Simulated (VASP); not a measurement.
# AlCr2C (P6_3/mmc) in VASP: further runs

The runs below take AlCr2C through single point, with PBE.

Everything below comes from runs of VASP 6.6.1. Logs are shortened: lines on timing, memory, paths and dates and some standing lists are left out, and cuts for length are marked.

### Step 1. The cell of the first run

It takes space group P6_3/mmc (No. 194, hexagonal). The conventional cell has a = 2.812 Å, b = 2.812 Å, c = 12.569 Å, α = 90.00°, β = 90.00°, γ = 120.00°. Al (site symmetry -6m2) has 6 Cr at 2.63 Å and 6 Al at 2.81 Å within 3.5 Å. Cr (site symmetry 3m) has 3 C at 1.95 Å within 2.6 Å. C (site symmetry -3m) has 6 Cr at 1.95 Å within 2.6 Å.

### Step 2. Single point, PBE (volume scaled by 0.97, then relaxed in part)

INCAR

```
SYSTEM = AlCr2C
  PREC = Accurate
  ENCUT = 520
  EDIFF = 1E-7
  ISMEAR = 0
  SIGMA = 0.1
  LREAL = .FALSE.
  LASPH = .TRUE.
  NELM = 80
  ALGO = Normal
  ISIF = 2
  LWAVE = .FALSE.
  LCHARG = .FALSE.
  GGA = PE
  NBANDS = 41
```

KPOINTS

```
Automatic mesh
0
G
  12 12 4
  0 0 0
```

POSCAR

```
AlCr2C
1.0
    2.8123047162      0.0000000000      0.0000000000
   -1.4061523581      2.4355273274      0.0000000000
    0.0000000000      0.0000000000     12.5692216194
Al Cr C
2 4 2
Direct
    0.6666666667      0.3333333333      0.2500000000
    0.3333333333      0.6666666667      0.7500000000
    0.3333333333      0.6666666667      0.4145941051
    0.6666666667      0.3333333333      0.9145941051
    0.6666666667      0.3333333333      0.5854058949
    0.3333333333      0.6666666667      0.0854058949
    0.0000000000      0.0000000000      0.5000000000
    0.0000000000      0.0000000000      0.0000000000
```

Potentials or basis: VASP PAW PBE potentials, release 64 (Al, Cr_pv, C).

Started as:

```sh
> cat potpaw_PBE.64/Al/POTCAR potpaw_PBE.64/Cr_pv/POTCAR potpaw_PBE.64/C/POTCAR > POTCAR
> mpirun -np 1 vasp_std > vasp.out
```

OUTCAR:

```text
SYSTEM = AlCr2C
   PREC = Accurate
   ENCUT = 520
   EDIFF = 1E-7
   ISMEAR = 0
   LREAL = .FALSE.
   LASPH = .TRUE.
   NELM = 80
   ISIF = 2
   GGA = PE

 ion  position               nearest neighbor table
   1  0.667  0.333  0.250-   3 2.63   6 2.63   3 2.63   6 2.63   3 2.63   6 2.63
   2  0.333  0.667  0.750-   4 2.63   5 2.63   4 2.63   5 2.63   4 2.63   5 2.63
   3  0.333  0.667  0.415-   7 1.95   7 1.95   7 1.95   1 2.63   1 2.63   1 2.63   5 2.69   5 2.69
                             5 2.69
   4  0.667  0.333  0.915-   8 1.95   8 1.95   8 1.95   2 2.63   2 2.63   2 2.63   6 2.69   6 2.69
                             6 2.69
   5  0.667  0.333  0.585-   7 1.95   7 1.95   7 1.95   2 2.63   2 2.63   2 2.63   3 2.69   3 2.69
                             3 2.69
   6  0.333  0.667  0.085-   8 1.95   8 1.95   8 1.95   1 2.63   1 2.63   1 2.63   4 2.69   4 2.69
                             4 2.69
   7  0.000  0.000  0.500-   3 1.95   5 1.95   3 1.95   5 1.95   5 1.95   3 1.95
   8  0.000  0.000  0.000-   4 1.95   6 1.95   6 1.95   4 1.95   4 1.95   6 1.95

  LATTYP: Found a hexagonal cell.
 ALAT       =     2.8123047162
 C/A-ratio  =     4.4693669029

  Lattice vectors:

 A1 = (   2.8123047162,   0.0000000000,   0.0000000000)
 A2 = (  -1.4061523581,   2.4355273274,   0.0000000000)
 A3 = (   0.0000000000,   0.0000000000,  12.5692216194)

Analysis of symmetry for initial positions (statically):
=====================================================================
 Subroutine PRICEL returns:
 Original cell was already a primitive cell.

 Routine SETGRP: Setting up the symmetry group for a
 hexagonal supercell.

 Subroutine GETGRP returns: Found 24 space group operations
 (whereof 12 operations were pure point group operations)
 out of a pool of 24 trial point group operations.

The static configuration has the point symmetry D_3d.
 The point group associated with its full space group is D_6h.

Analysis of symmetry for dynamics (positions and initial velocities):
=====================================================================
 Subroutine PRICEL returns:
 Original cell was already a primitive cell.

 Routine SETGRP: Setting up the symmetry group for a
 hexagonal supercell.

 Subroutine GETGRP returns: Found 24 space group operations
 (whereof 12 operations were pure point group operations)
 out of a pool of 24 trial point group operations.

The dynamic configuration has the point symmetry D_3d.
 The point group associated with its full space group is D_6h.

 Subroutine INISYM returns: Found 24 space group operations
 (whereof 12 operations are pure point group operations),
 and found     1 'primitive' translations

----------------------------------------------------------------------------------------

                                     Primitive cell

  volume of cell :      86.0922

  direct lattice vectors                    reciprocal lattice vectors
     2.812304716  0.000000000  0.000000000     0.355580245  0.205294350  0.000000000
    -1.406152358  2.435527327  0.000000000     0.000000000  0.410588700  0.000000000
     0.000000000  0.000000000 12.569221619     0.000000000  0.000000000  0.079559421

  length of vectors
     2.812304716  2.812304716 12.569221619     0.410588700  0.410588700  0.079559421

  position of ions in fractional coordinates (direct lattice)
     0.666666667  0.333333333  0.250000000
     0.333333333  0.666666667  0.750000000
     0.333333333  0.666666667  0.414594105
     0.666666667  0.333333333  0.914594105
     0.666666667  0.333333333  0.585405895
     0.333333333  0.666666667  0.085405895
     0.000000000  0.000000000  0.500000000
     0.000000000  0.000000000  0.000000000

  ion indices of the primitive-cell ions
   primitive index   ion index
                 1           1
                 2           2
                 3           3
                 4           4
                 5           5
                 6           6
                 7           7
                 8           8

----------------------------------------------------------------------------------------

 KPOINTS: Automatic mesh

Automatic generation of k-mesh.
 Grid dimensions read from file:
 generate k-points for:   12   12    4

 Generating k-lattice:

  Cartesian coordinates                     Fractional coordinates (reciprocal lattice)
     0.029631687  0.017107863  0.000000000     0.083333333  0.000000000  0.000000000
     0.000000000  0.034215725  0.000000000     0.000000000  0.083333333  0.000000000
     0.000000000  0.000000000  0.019889855     0.000000000  0.000000000  0.250000000

  Length of vectors
     0.034215725  0.034215725  0.019889855

  Shift w.r.t. Gamma in fractional coordinates (k-lattice)
     0.000000000  0.000000000  0.000000000

 Subroutine IBZKPT returns following result:
 ===========================================

 Found     57 irreducible k-points:

 Following reciprocal coordinates:
            Coordinates               Weight
  0.000000  0.000000  0.000000      1.000000
  0.083333  0.000000  0.000000      6.000000
  0.166667  0.000000  0.000000      6.000000
  0.250000  0.000000  0.000000      6.000000
  0.333333  0.000000  0.000000      6.000000
  0.416667  0.000000  0.000000      6.000000
[... 16 lines left out ...]
  0.250000  0.000000  0.250000     12.000000
  0.333333  0.000000  0.250000     12.000000
 [... further k-points ...]
   k-points           NKPTS =     57   k-points in BZ     NKDIM =     57   number of bands    NBANDS=     41
   number of dos      NEDOS =    301   number of ions     NIONS =      8
   total plane-waves  NPLWV =  55296
   dimension x,y,z NGX =    24 NGY =   24 NGZ =   96
   dimension x,y,z NGXF=    48 NGYF=   48 NGZF=  192
   ions per type =               2   4   2
   NGX,Y,Z   is equivalent  to a cutoff of  14.19, 14.19, 12.70 a.u.
   NGXF,Y,Z  is equivalent  to a cutoff of  28.37, 28.37, 25.39 a.u.
 SYSTEM =  AlCr2C
   PREC   = accura    normal or accurate (medium, high low for compatibility)
   ISTART =      0    job   : 0-new  1-cont  2-samecut
   ICHARG =      2    charge: 1-file 2-atom 10-const
   ISPIN  =      1    spin polarized calculation?
   LNONCOLLINEAR =      F non collinear calculations
   LSORBIT =      F    spin-orbit coupling
   LASPH  =      T    aspherical Exc in radial PAW
   ENCUT  =  520.0 eV  38.22 Ry    6.18 a.u.   5.23  5.23 23.37*2*pi/ulx,y,z
   NELM   =     80;   NELMIN=  2; NELMDL= -5     # of ELM steps
   EDIFF  = 0.1E-06   stopping-criterion for ELM
   LREAL  =      F    real-space projection
   EDIFFG = 0.1E-05   stopping-criterion for IOM
   NSW    =      0    number of steps for IOM
   IBRION =     -1    ionic relax: 0-MD 1-quasi-New 2-CG
   NFREE  =      0    steps in history (QN), initial steepest desc. (CG)
   ISIF   =      2    stress and relaxation
   ISYM   =      2    0-nonsym 1-usesym 2-fastsym
   POTIM  = 0.5000    time-step for ionic-motion
   TEBEG  =    0.0;   TEEND  =   0.0 temperature during run
   PSTRESS=    0.0 pullay stress
   NELECT =      62.0000    total number of electrons
   NUPDOWN=      -1.0000    fix difference up-down
   EMIN   =  10.00;   EMAX   =-10.00  energy-range for DOS
   EFERMI =   0.00;   METHOD = LEGACY
   ISMEAR =     0;   SIGMA  =   0.10  broadening in eV -4-tet -1-fermi 0-gaus
   EFERMI_NEDOS =   21; number of points for ismear=-14 and -15
   IALGO  =     38    algorithm
   IMIX   =      4    mixing-type and parameters
     AMIX     =   0.40;   BMIX     =  1.00
     AMIX_MAG =   1.60;   BMIX_MAG =  1.00
  volume/ion in A,a.u.               =      10.76        72.62
  Fermi-wavevector in a.u.,A,eV,Ry     =   1.467408  2.772999 29.297228  2.153285
  Thomas-Fermi vector in A             =   2.583029
   LORBIT       =      0    0 simple, 1 ext, 2 COOP (PROOUT), +10 PAW based schemes
   GGA     = PE    functional components
   LHFCALC =     F    Hartree Fock is set to
   AEXX    =    0.0000 exact exchange contribution
   IVDW    =     0    specifies the selected vdW correction
   LEPSILON=     F    determine dielectric tensor
   LRPA    =     F    only Hartree local field effects (RPA)
 non-spin polarized calculation
 Gauss-broadening in eV      SIGMA  =   0.10
  energy-cutoff  :      520.00
  volume of cell :       86.09
 maximum number of plane-waves:      2344
 NGX is ok and might be reduce to    24
   NGX = 11   NGY = 11   NGZ = 47

 number of electron      61.9999967 magnetization

 Free energy of the ion-electron system (eV)
  ---------------------------------------------------
  ext. energy  EPLUGINS =         0.00000000
  ---------------------------------------------------
  free energy    TOTEN  =       -65.45210694 eV

  energy without entropy =      -65.42197964  energy(sigma->0) =      -65.43704329

 E-fermi :  10.3173     XC(G=0): -12.6170

 val. band max:       10.3166691162   @ k =   0.1667   0.0833   0.2500
 cond. band min:      10.3231911241   @ k =   0.3333   0.0000   0.2500
 fundamental gap:      0.0065220079
 Fermi energy:        10.3173256202

 k-point     1 :       0.0000    0.0000    0.0000
  band No.  band energies     occupation
      1     -33.0845      2.00000
      2     -33.0828      2.00000
      3     -32.8462      2.00000
      4     -32.8462      2.00000
      5     -32.8462      2.00000
      6     -32.8462      2.00000
[... 33 lines left out ...]
     40      13.7195      0.00000
     41      15.5858      0.00000

 k-point     2 :       0.0833    0.0000    0.0000
  band No.  band energies     occupation
      1     -33.0799      2.00000
      2     -33.0782      2.00000
      3     -32.8710      2.00000
      4     -32.8708      2.00000
      5     -32.8533      2.00000
      6     -32.8533      2.00000
[... 957 lines left out ...]
     40      14.1014      0.00000
     41      14.4118      0.00000

 k-point    24 :       0.3333    0.0000    0.2500
  band No.  band energies     occupation
      1     -33.1116      2.00000
      2     -33.1114      2.00000
      3     -33.0719      2.00000
      4     -33.0716      2.00000
      5     -32.9192      2.00000
      6     -32.9185      2.00000
[... 33 lines left out ...]
     40      13.3483      0.00000
     41      13.7439      0.00000

 [... further k-points ...]

------------------------ aborting loop because EDIFF is reached ----------------------------------------

  FORCE on cell =-STRESS in cart. coord.  units (eV):
  Direction    XX          YY          ZZ          XY          YZ          ZX
  --------------------------------------------------------------------------------------
  -------------------------------------------------------------------------------------
  Total        3.3751823      3.3751823      3.2643406      0.0000000      0.0000000      0.0000000
  in kB       62.8122073     62.8122073     60.7494398      0.0000000      0.0000000      0.0000000
  external PRESSURE =      62.1246182 kB  Pullay stress =       0.0000000 kB

 VOLUME and BASIS-vectors are now :
 -----------------------------------------------------------------------------
  energy-cutoff  :      520.00
  volume of cell :       86.09
      direct lattice vectors                 reciprocal lattice vectors
     2.812304716  0.000000000  0.000000000     0.355580245  0.205294350  0.000000000
    -1.406152358  2.435527327  0.000000000     0.000000000  0.410588700  0.000000000
     0.000000000  0.000000000 12.569221619     0.000000000  0.000000000  0.079559421

 POSITION                                       TOTAL-FORCE (eV/Angst)
 -----------------------------------------------------------------------------------
      1.40615      0.81184      3.14231         0.000000      0.000000      0.000000
     -0.00000      1.62368      9.42692        -0.000000     -0.000000      0.000000
     -0.00000      1.62368      5.21113        -0.000000     -0.000000     -0.048585
      1.40615      0.81184     11.49574         0.000000     -0.000000     -0.048585
      1.40615      0.81184      7.35810         0.000000      0.000000      0.048585
     -0.00000      1.62368      1.07349        -0.000000     -0.000000      0.048585
      0.00000      0.00000      6.28461         0.000000     -0.000000      0.000000
      0.00000      0.00000      0.00000        -0.000000     -0.000000      0.000000
 -----------------------------------------------------------------------------------
    total drift:                               -0.000000      0.000000     -0.000000

  FREE ENERGIE OF THE ION-ELECTRON SYSTEM (eV)
  ---------------------------------------------------
  free  energy   TOTEN  =       -65.4521069368 eV

  energy  without entropy=      -65.4219796387  energy(sigma->0) =      -65.43704329
```

It took 2 min on 1 thread of AMD EPYC 9R45 (Zen 5), shared host; peak memory 0.29 GiB.

Results:

```yaml
Free_energy: -65.4521 eV
Pressure: 6.2 GPa
Largest_force: 0.049 eV/Å
Band_gap_on_the_k_mesh: zero (band 31 reaches 10.73 eV, above the bottom of band 32 at 9.88 eV)
```

Forces in eV/Å, atoms in the order of the input:
```
Al   0.000  0.000  0.000
Al   0.000  0.000  0.000
Cr   0.000  0.000 -0.049
Cr   0.000  0.000 -0.049
Cr   0.000  0.000  0.049
Cr   0.000  0.000  0.049
C    0.000  0.000  0.000
C    0.000  0.000  0.000
```

Levels at points of the mesh, in eV from the Fermi level:
```csv
k point,band 29,band 30,band 31,band 32,band 33,band 34
"(0.00, 0.00, 0.00)",-1.04,-1.04,-0.21,-0.21,-0.18,-0.18
"(0.50, 0.00, 0.00)",0.14,0.30,0.42,0.45,0.89,0.90
"(0.00, 0.00, 0.50)",-1.05,-1.05,-0.20,-0.20,-0.20,-0.20
"(0.50, 0.00, 0.50)",0.31,0.31,0.35,0.35,0.90,0.90
```

 Spin polarisation is off, so any magnetic state and its effect on volume and gap are missing.

(Part 1 of 2 ends here.)
